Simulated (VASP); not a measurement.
# Li (Fm-3m) in VASP: a series of runs

Li is run at these levels: RPBE+D3(BJ), revPBE+D3(BJ), PBEsol+D4, LDA; tasks: single point.

Everything below comes from runs of VASP 6.6.1. Logs are shortened: lines on timing, memory, paths and dates and some standing lists are left out, and cuts for length are marked.

## Step 1: The cell of the first run

Symmetry: Fm-3m, No. 225, cubic system. Conventional cell: a = 4.220 Å, b = 4.220 Å, c = 4.220 Å, α = 90.00°, β = 90.00°, γ = 90.00°. Within 3.9 Å of Li (site symmetry m-3m) lie 12 Li at 2.98 Å.

## Step 2: Single point, RPBE+D3(BJ)

INCAR

```
SYSTEM = Li
  ALGO = Normal
  EDIFF = 1E-6
  ENCUT = 520
  GGA = RP
  ISIF = 2
  ISMEAR = 0
  IVDW = 12
  LASPH = .True.
  LCHARG = .True.
  LELF = .True.
  LREAL = .False.
  LVHAR = .True.
  LWAVE = .False.
  NBANDS = 8
  NELM = 80
  PREC = Accurate
  SIGMA = 0.025
```

KPOINTS

```
k-points
0
Gamma
  9 9 9
  0 0 0
```

POSCAR

```
Li
1.0
    0.0000000000      2.1101413051      2.1101413051
    2.1101413051      0.0000000000      2.1101413051
    2.1101413051      2.1101413051      0.0000000000
Li
1
Direct
    0.0000000000      0.0000000000      0.0000000000
```

Potentials or basis: VASP PAW PBE potentials, release 64 (Li_sv).

Started as:

```sh
cat potpaw_PBE.64/Li_sv/POTCAR > POTCAR
mpirun -np 1 vasp_std > vasp.out
```

OUTCAR:

```text
SYSTEM = Li
   EDIFF = 1E-6
   ENCUT = 520
   GGA = RP
   ISIF = 2
   ISMEAR = 0
   IVDW = 12
   LASPH = .True.
   LREAL = .False.
   NELM = 80
   PREC = Accurate
 IVDW          = 12

 ion  position               nearest neighbor table
   1  0.000  0.000  0.000-

  LATTYP: Found a face centered cubic cell.
 ALAT       =     4.2202826102

  Lattice vectors:

 A1 = (   0.0000000000,   2.1101413051,   2.1101413051)
 A2 = (   2.1101413051,   0.0000000000,   2.1101413051)
 A3 = (   2.1101413051,   2.1101413051,   0.0000000000)

Analysis of symmetry for initial positions (statically):
=====================================================================
 Subroutine PRICEL returns:
 Original cell was already a primitive cell.

 Routine SETGRP: Setting up the symmetry group for a
 face centered cubic supercell.

 Subroutine GETGRP returns: Found 48 space group operations
 (whereof 48 operations were pure point group operations)
 out of a pool of 48 trial point group operations.

The static configuration has the point symmetry O_h .

Analysis of symmetry for dynamics (positions and initial velocities):
=====================================================================
 Subroutine PRICEL returns:
 Original cell was already a primitive cell.

 Routine SETGRP: Setting up the symmetry group for a
 face centered cubic supercell.

 Subroutine GETGRP returns: Found 48 space group operations
 (whereof 48 operations were pure point group operations)
 out of a pool of 48 trial point group operations.

The dynamic configuration has the point symmetry O_h .

 Subroutine INISYM returns: Found 48 space group operations
 (whereof 48 operations are pure point group operations),
 and found     1 'primitive' translations

----------------------------------------------------------------------------------------

                                     Primitive cell

  volume of cell :      18.7916

  direct lattice vectors                    reciprocal lattice vectors
     0.000000000  2.110141305  2.110141305    -0.236950956  0.236950956  0.236950956
     2.110141305  0.000000000  2.110141305     0.236950956 -0.236950956  0.236950956
     2.110141305  2.110141305  0.000000000     0.236950956  0.236950956 -0.236950956

  length of vectors
     2.984190452  2.984190452  2.984190452     0.410411095  0.410411095  0.410411095

  position of ions in fractional coordinates (direct lattice)
     0.000000000  0.000000000  0.000000000

  ion indices of the primitive-cell ions
   primitive index   ion index
                 1           1

----------------------------------------------------------------------------------------

 KPOINTS: k-points

Automatic generation of k-mesh.
 Grid dimensions read from file:
 generate k-points for:    9    9    9

 Generating k-lattice:

  Cartesian coordinates                     Fractional coordinates (reciprocal lattice)
    -0.026327884  0.026327884  0.026327884     0.111111111  0.000000000  0.000000000
     0.026327884 -0.026327884  0.026327884     0.000000000  0.111111111  0.000000000
     0.026327884  0.026327884 -0.026327884     0.000000000  0.000000000  0.111111111

  Length of vectors
     0.045601233  0.045601233  0.045601233

  Shift w.r.t. Gamma in fractional coordinates (k-lattice)
     0.000000000  0.000000000  0.000000000

 Subroutine IBZKPT returns following result:
 ===========================================

 Found     35 irreducible k-points:

 Following reciprocal coordinates:
            Coordinates               Weight
  0.000000  0.000000  0.000000      1.000000
  0.111111  0.000000  0.000000      8.000000
  0.222222  0.000000  0.000000      8.000000
  0.333333  0.000000  0.000000      8.000000
  0.444444  0.000000  0.000000      8.000000
  0.111111  0.111111  0.000000      6.000000
[... 16 lines left out ...]
 -0.333333  0.333333  0.000000     12.000000
  0.444444  0.444444  0.000000      6.000000
 [... further k-points ...]
   k-points           NKPTS =     35   k-points in BZ     NKDIM =     35   number of bands    NBANDS=      8
   number of dos      NEDOS =    301   number of ions     NIONS =      1
   total plane-waves  NPLWV =  13824
   dimension x,y,z NGX =    24 NGY =   24 NGZ =   24
   dimension x,y,z NGXF=    48 NGYF=   48 NGZF=   48
   ions per type =               1
   NGX,Y,Z   is equivalent  to a cutoff of  13.37, 13.37, 13.37 a.u.
   NGXF,Y,Z  is equivalent  to a cutoff of  26.74, 26.74, 26.74 a.u.
 SYSTEM =  Li
   PREC   = accura    normal or accurate (medium, high low for compatibility)
   ISTART =      0    job   : 0-new  1-cont  2-samecut
   ICHARG =      2    charge: 1-file 2-atom 10-const
   ISPIN  =      1    spin polarized calculation?
   LNONCOLLINEAR =      F non collinear calculations
   LSORBIT =      F    spin-orbit coupling
   LASPH  =      T    aspherical Exc in radial PAW
   ENCUT  =  520.0 eV  38.22 Ry    6.18 a.u.   5.55  5.55  5.55*2*pi/ulx,y,z
   NELM   =     80;   NELMIN=  2; NELMDL= -5     # of ELM steps
   EDIFF  = 0.1E-05   stopping-criterion for ELM
   LREAL  =      F    real-space projection
   EDIFFG = 0.1E-04   stopping-criterion for IOM
   NSW    =      0    number of steps for IOM
   IBRION =     -1    ionic relax: 0-MD 1-quasi-New 2-CG
   NFREE  =      0    steps in history (QN), initial steepest desc. (CG)
   ISIF   =      2    stress and relaxation
   ISYM   =      2    0-nonsym 1-usesym 2-fastsym
   POTIM  = 0.5000    time-step for ionic-motion
   TEBEG  =    0.0;   TEEND  =   0.0 temperature during run
   PSTRESS=    0.0 pullay stress
   NELECT =       3.0000    total number of electrons
   NUPDOWN=      -1.0000    fix difference up-down
   EMIN   =  10.00;   EMAX   =-10.00  energy-range for DOS
   EFERMI =   0.00;   METHOD = LEGACY
   ISMEAR =     0;   SIGMA  =   0.03  broadening in eV -4-tet -1-fermi 0-gaus
   EFERMI_NEDOS =   21; number of points for ismear=-14 and -15
   IALGO  =     38    algorithm
   IMIX   =      4    mixing-type and parameters
     AMIX     =   0.40;   BMIX     =  1.00
     AMIX_MAG =   1.60;   BMIX_MAG =  1.00
  volume/ion in A,a.u.               =      18.79       126.81
  Fermi-wavevector in a.u.,A,eV,Ry     =   0.888097  1.678260 10.731135  0.788716
  Thomas-Fermi vector in A             =   2.009482
   LORBIT       =      0    0 simple, 1 ext, 2 COOP (PROOUT), +10 PAW based schemes
   GGA     = RP    functional components
   LHFCALC =     F    Hartree Fock is set to
   AEXX    =    0.0000 exact exchange contribution
   IVDW    =    12    specifies the selected vdW correction
   LEPSILON=     F    determine dielectric tensor
   LRPA    =     F    only Hartree local field effects (RPA)
 non-spin polarized calculation
 Gauss-broadening in eV      SIGMA  =   0.03
  energy-cutoff  :      520.00
  volume of cell :       18.79
 maximum number of plane-waves:       531
 NGX is ok and might be reduce to    24
   NGX = 11   NGY = 11   NGZ = 11

 number of electron       2.9999998 magnetization

 Free energy of the ion-electron system (eV)
  ---------------------------------------------------
  ext. energy  EPLUGINS =         0.00000000
  ---------------------------------------------------
  free energy    TOTEN  =        -1.79701890 eV

  energy without entropy =       -1.79608631  energy(sigma->0) =       -1.79655261

 E-fermi :   1.0983     XC(G=0):  -7.1915

 val. band max:        1.0982218360   @ k =  -0.4444   0.1111   0.0000
 cond. band min:       1.1481630776   @ k =   0.4444   0.3333   0.0000
 fundamental gap:      0.0499412416
 Fermi energy:         1.0983329409

 k-point     1 :       0.0000    0.0000    0.0000
  band No.  band energies     occupation
      1     -45.6889      2.00000
      2      -2.7572      2.00000
      3      16.3033      0.00000
      4      16.3034      0.00000
      5      16.3034      0.00000
      6      20.0325      0.00000
      7      20.0325      0.00000
      8      20.0325      0.00000

 k-point     2 :       0.1111    0.0000    0.0000
  band No.  band energies     occupation
      1     -45.6861      2.00000
      2      -2.5300      2.00000
      3      13.9344      0.00000
      4      15.7977      0.00000
      5      15.7978      0.00000
      6      19.2782      0.00000
      7      20.9161      0.00000
      8      20.9161      0.00000

 k-point     3 :       0.2222    0.0000    0.0000
  band No.  band energies     occupation
      1     -45.6791      2.00000
      2      -1.8496      2.00000
      3      10.2416      0.00000
      4      15.0587      0.00000
      5      15.0588      0.00000
      6      19.7046      0.00000
      7      20.9721      0.00000
      8      20.9721      0.00000

 k-point     4 :       0.3333    0.0000    0.0000
  band No.  band energies     occupation
      1     -45.6711      2.00000
      2      -0.7408      2.00000
      3       6.9599      0.00000
      4      14.6073      0.00000
      5      14.6074      0.00000
      6      19.3833      0.00000
      7      19.3833      0.00000
      8      19.4595      0.00000

 k-point     5 :       0.4444    0.0000    0.0000
  band No.  band energies     occupation
      1     -45.6659      2.00000
      2       0.5605      2.00000
      3       4.5458      0.00000
      4      14.4489      0.00000
      5      14.4490      0.00000
      6      18.4040      0.00000
      7      18.4040      0.00000
      8      18.9566      0.00000
[... 177 lines left out ...]
 k-point    22 :      -0.4444    0.3333    0.0000
  band No.  band energies     occupation
      1     -45.6587      2.00000
      2       2.6258      0.00000
      3       5.1230      0.00000
      4       8.1310      0.00000
      5      10.7583      0.00000
      6      15.4731      0.00000
      7      19.5851      0.00000
      8      26.7467      0.00000

 k-point    23 :      -0.3333    0.3333    0.0000
  band No.  band energies     occupation
      1     -45.6595      2.00000
      2       2.7425      0.00000
      3       4.3652      0.00000
      4       8.1704      0.00000
      5      11.6198      0.00000
      6      16.0860      0.00000
      7      22.9447      0.00000
      8      25.0877      0.00000

 k-point    24 :       0.4444    0.4444    0.0000
  band No.  band energies     occupation
      1     -45.6585      2.00000
      2       1.9822      0.00000
      3       6.6198      0.00000
      4       9.9798      0.00000
      5       9.9798      0.00000
      6      12.1113      0.00000
      7      17.3443      0.00000
      8      31.9405      0.00000

 [... further k-points ...]

------------------------ aborting loop because EDIFF is reached ----------------------------------------

 Edisp (eV)   -0.80460

 E8    (eV) :    -0.4982

  FORCE on cell =-STRESS in cart. coord.  units (eV):
  Direction    XX          YY          ZZ          XY          YZ          ZX
  --------------------------------------------------------------------------------------
  -------------------------------------------------------------------------------------
  Total      -0.95164    -0.95164    -0.95164    -0.00000     0.00000     0.00000
  in kB     -81.13655   -81.13655   -81.13655    -0.00000     0.00000     0.00000
  external pressure =      -81.14 kB  Pullay stress =        0.00 kB

 VOLUME and BASIS-vectors are now :
 -----------------------------------------------------------------------------
  energy-cutoff  :      520.00
  volume of cell :       18.79
      direct lattice vectors                 reciprocal lattice vectors
     0.000000000  2.110141305  2.110141305    -0.236950956  0.236950956  0.236950956
     2.110141305  0.000000000  2.110141305     0.236950956 -0.236950956  0.236950956
     2.110141305  2.110141305  0.000000000     0.236950956  0.236950956 -0.236950956

 POSITION                                       TOTAL-FORCE (eV/Angst)
 -----------------------------------------------------------------------------------
      0.00000      0.00000      0.00000        -0.000000     -0.000000     -0.000000
 -----------------------------------------------------------------------------------
    total drift:                                0.000000      0.000000     -0.000000

  FREE ENERGIE OF THE ION-ELECTRON SYSTEM (eV)
  ---------------------------------------------------
  free  energy   TOTEN  =        -2.6016205668 eV

  energy  without entropy=       -2.6006879755  energy(sigma->0) =       -2.60115427
```

It took 4.8 s on 1 thread of Intel Xeon Platinum 8259CL at 2.50GHz (Skylake/Cascade Lake), shared host; peak memory 0.13 GiB.

What came out:

| Property | Result |
| --- | --- |
| Free energy | -2.6016 eV |
| Dispersion energy per atom | -0.805 eV |

Levels at points of the mesh, in eV from the Fermi level:
```csv
k point,band 1,band 2,band 3,band 4,band 5,band 6
"(0.00, 0.00, 0.00)",-46.79,-3.86,15.20,15.21,15.21,18.93
```

Caveat: the cutoff is under 1.25 times the usual one of these potentials, so pressure, stress and relaxed cells hold a basis-set (Pulay) error; three body term missing; the PAW data sets were made with another functional, which shifts forces and pressure a little; pairwise dispersion overbinds metals, which lowers pressure and volume.

(Continued in part 2 of 2.)
